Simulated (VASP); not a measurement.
# IrS in VASP: a series of runs, part 2 of 2

VASP 6.6.1.

## 4. Single point, PBE

This run uses another cell than the first one, of 16.19 Å³/atom.

INCAR

```
PREC = Accurate ; ENCUT = 520
EDIFF = 1E-6 ; ISMEAR = 0
SIGMA = 0.05 ; LREAL = False
LASPH = True ; NELM = 100
ALGO = Normal ; ISIF = 2
LWAVE = False ; LCHARG = False
GGA = PE ; NBANDS = 14
```

KPOINTS

```
Automatic mesh
0
Gamma
  6 6 6
```

POSCAR

```
IrS
1.0
    0.0000000000      2.5300000000      2.5300000000
    2.5300000000      0.0000000000      2.5300000000
    2.5300000000      2.5300000000      0.0000000000
Ir S
1 1
Direct
    0.5000000000      0.5000000000      0.5000000000
    0.0000000000      0.0000000000      0.0000000000
```

Potentials or basis: VASP PAW PBE potentials, release 64 (Ir, S).

Started as:

```console
$ cat potpaw_PBE.64/Ir/POTCAR potpaw_PBE.64/S/POTCAR > POTCAR
$ mpirun -np 1 vasp_std > vasp.out
```

OUTCAR:

```text
PREC = Accurate
   ENCUT = 520
   EDIFF = 1E-6
   ISMEAR = 0
   LREAL = False
   LASPH = True
   NELM = 100
   ISIF = 2
   GGA = PE

 ion  position               nearest neighbor table
   1  0.500  0.500  0.500-   2 2.53   2 2.53   2 2.53   2 2.53   2 2.53   2 2.53
   2  0.000  0.000  0.000-   1 2.53   1 2.53   1 2.53   1 2.53   1 2.53   1 2.53

  LATTYP: Found a face centered cubic cell.
 ALAT       =     5.0600000000

  Lattice vectors:

 A1 = (   0.0000000000,   2.5300000000,   2.5300000000)
 A2 = (   2.5300000000,   0.0000000000,   2.5300000000)
 A3 = (   2.5300000000,   2.5300000000,   0.0000000000)

Analysis of symmetry for initial positions (statically):
=====================================================================
 Subroutine PRICEL returns:
 Original cell was already a primitive cell.

 Routine SETGRP: Setting up the symmetry group for a
 face centered cubic supercell.

 Subroutine GETGRP returns: Found 48 space group operations
 (whereof 48 operations were pure point group operations)
 out of a pool of 48 trial point group operations.

The static configuration has the point symmetry O_h .

Analysis of symmetry for dynamics (positions and initial velocities):
=====================================================================
 Subroutine PRICEL returns:
 Original cell was already a primitive cell.

 Routine SETGRP: Setting up the symmetry group for a
 face centered cubic supercell.

 Subroutine GETGRP returns: Found 48 space group operations
 (whereof 48 operations were pure point group operations)
 out of a pool of 48 trial point group operations.

The dynamic configuration has the point symmetry O_h .

 Subroutine INISYM returns: Found 48 space group operations
 (whereof 48 operations are pure point group operations),
 and found     1 'primitive' translations

----------------------------------------------------------------------------------------

                                     Primitive cell

  volume of cell :      32.3886

  direct lattice vectors                    reciprocal lattice vectors
     0.000000000  2.530000000  2.530000000    -0.197628458  0.197628458  0.197628458
     2.530000000  0.000000000  2.530000000     0.197628458 -0.197628458  0.197628458
[... 111 lines left out ...]
 maximum number of plane-waves:       893
 NGX is ok and might be reduce to    28
   NGX = 13   NGY = 13   NGZ = 13

 number of electron      15.0000000 magnetization

 Free energy of the ion-electron system (eV)
  ---------------------------------------------------
  ext. energy  EPLUGINS =         0.00000000
  ---------------------------------------------------
  free energy    TOTEN  =       -12.02318729 eV

  energy without entropy =      -12.02155824  energy(sigma->0) =      -12.02237277

 E-fermi :   7.6597     XC(G=0): -11.9474

 val. band max:        7.5921229873   @ k =   0.5000   0.3333   0.0000
 cond. band min:       7.7081388273   @ k =  -0.3333   0.5000   0.1667
 fundamental gap:      0.1160158399
 Fermi energy:         7.6596929528

 k-point     1 :       0.0000    0.0000    0.0000
  band No.  band energies     occupation
      1      -7.7803      2.00000
      2       5.2182      2.00000
      3       5.2183      2.00000
      4       5.2183      2.00000
      5       5.2743      2.00000
      6       5.2743      2.00000
      7       5.5959      2.00000
      8       5.5959      2.00000
      9       5.5959      2.00000
     10       9.9173      0.00000
     11      18.3991      0.00000
     12      19.9340      0.00000
     13      19.9340      0.00000
     14      19.9340      0.00000
[... 241 lines left out ...]
      1      -6.1332      2.00000
      2       1.8890      2.00000
      3       2.2061      2.00000
      4       2.5887      2.00000
      5       5.9151      2.00000
      6       6.8804      2.00000
      7       7.1215      2.00000
      8       7.2840      2.00000
      9       7.7081      0.17061
     10      11.8402      0.00000
     11      16.7753      0.00000
     12      17.1280      0.00000
     13      18.3389      0.00000
     14      22.0623      0.00000

------------------------ aborting loop because EDIFF is reached ----------------------------------------

  FORCE on cell =-STRESS in cart. coord.  units (eV):
  Direction    XX          YY          ZZ          XY          YZ          ZX
  --------------------------------------------------------------------------------------
  -------------------------------------------------------------------------------------
  Total       -2.1378896     -2.1378896     -2.1378896      0.0000000      0.0000000      0.0000000
  in kB     -105.7558232   -105.7558232   -105.7558232      0.0000000      0.0000000      0.0000000
  external PRESSURE =    -105.7558232 kB  Pullay stress =       0.0000000 kB

 VOLUME and BASIS-vectors are now :
 -----------------------------------------------------------------------------
  energy-cutoff  :      520.00
  volume of cell :       32.39
      direct lattice vectors                 reciprocal lattice vectors
     0.000000000  2.530000000  2.530000000    -0.197628458  0.197628458  0.197628458
     2.530000000  0.000000000  2.530000000     0.197628458 -0.197628458  0.197628458
     2.530000000  2.530000000  0.000000000     0.197628458  0.197628458 -0.197628458

 POSITION                                       TOTAL-FORCE (eV/Angst)
 -----------------------------------------------------------------------------------
      2.53000      2.53000      2.53000         0.000000      0.000000     -0.000000
      0.00000      0.00000      0.00000        -0.000000     -0.000000      0.000000
 -----------------------------------------------------------------------------------
    total drift:                                0.000000      0.000000      0.000000

  FREE ENERGIE OF THE ION-ELECTRON SYSTEM (eV)
  ---------------------------------------------------
  free  energy   TOTEN  =       -12.0231872944 eV

  energy  without entropy=      -12.0215582394  energy(sigma->0) =      -12.02237277
```

OSZICAR:

```text
N       E                     dE             d eps       ncg     rms          rms(c)
DAV:   1     0.829230104340E+02    0.82923E+02   -0.63126E+03   448   0.932E+02
DAV:   2    -0.819353038063E+01   -0.91117E+02   -0.78444E+02   472   0.226E+02
DAV:   3    -0.122336260957E+02   -0.40401E+01   -0.39171E+01   586   0.500E+01
DAV:   4    -0.122994964604E+02   -0.65870E-01   -0.65820E-01   514   0.663E+00
DAV:   5    -0.123009828213E+02   -0.14864E-02   -0.14862E-02   586   0.101E+00    0.133E+01
DAV:   6    -0.120544061450E+02    0.24658E+00   -0.10144E+00   582   0.117E+01    0.760E+00
DAV:   7    -0.120244963931E+02    0.29910E-01   -0.13209E-01   568   0.435E+00    0.414E+00
DAV:   8    -0.120237811855E+02    0.71521E-03   -0.28708E-02   550   0.153E+00    0.491E-01
DAV:   9    -0.120231564963E+02    0.62469E-03   -0.22626E-03   604   0.375E-01    0.227E-01
DAV:  10    -0.120231963887E+02   -0.39892E-04   -0.68651E-04   538   0.255E-01    0.458E-02
DAV:  11    -0.120231929929E+02    0.33958E-05   -0.21761E-05   562   0.529E-02    0.226E-02
DAV:  12    -0.120231872716E+02    0.57213E-05   -0.13793E-05   620   0.302E-02    0.295E-03
DAV:  13    -0.120231872944E+02   -0.22806E-07   -0.13584E-06   320   0.871E-03
   1 F= -.12023187E+02 E0= -.12022373E+02  d E =-.162906E-02
```

stdout:

```text
POSCAR found type information on POSCAR IrS
 POSCAR found :  2 types and       2 ions
 scaLAPACK will be used
 LDA part: xc-table for (Slater+PW92), standard interpolation
 POSCAR, INCAR and KPOINTS ok, starting setup
 FFT: planning ... GRIDC
 FFT: planning ... GRID_SOFT
 FFT: planning ... GRID
 WAVECAR not read
 entering main loop
```

Run time: 12 s. Hardware: 1 thread of Intel Xeon 8259CL, shared host; peak memory 0.16 GiB.

Results:

```
Free energy            : -12.0232 eV
Pressure               : -10.6 GPa
Band gap on the k mesh : zero (an odd number of electrons rules out a gap without spin polarisation)
```

Caveat: the cell stands under tension; spin-orbit coupling is left out, which moves the levels of the heavy elements.

## 5. Summary

```csv
level,cell,k mesh,gap on the mesh (eV),pressure (GPa)
r2SCAN,"a = 3.515, b = 3.515, c = 3.480 Å, angles 60.3, 60.3, 59.3°, 2 atoms",12 × 12 × 12,none,-2.6
r2SCAN+D4,"a = 3.480 Å, angles 60.0°, 2 atoms",12 × 12 × 12,none,-0.9
PBE,"a = 3.578 Å, angles 60.0°, 2 atoms",6 × 6 × 6,none,-10.6
```

Alike in all rows: task single point; potentials or basis VASP PAW PBE potentials, release 64 (Ir, S); no spin polarisation; cutoff (eV) 520; smearing gaussian 0.05 eV.

Caveats: spin-orbit coupling is left out, which moves the levels of the heavy elements; the PAW data sets were made with another functional, which shifts forces and pressure a little (at least some runs); the cell stands under tension (at least some runs).

Total energies depend on the potentials used, so only differences within one code and one set of settings carry meaning.
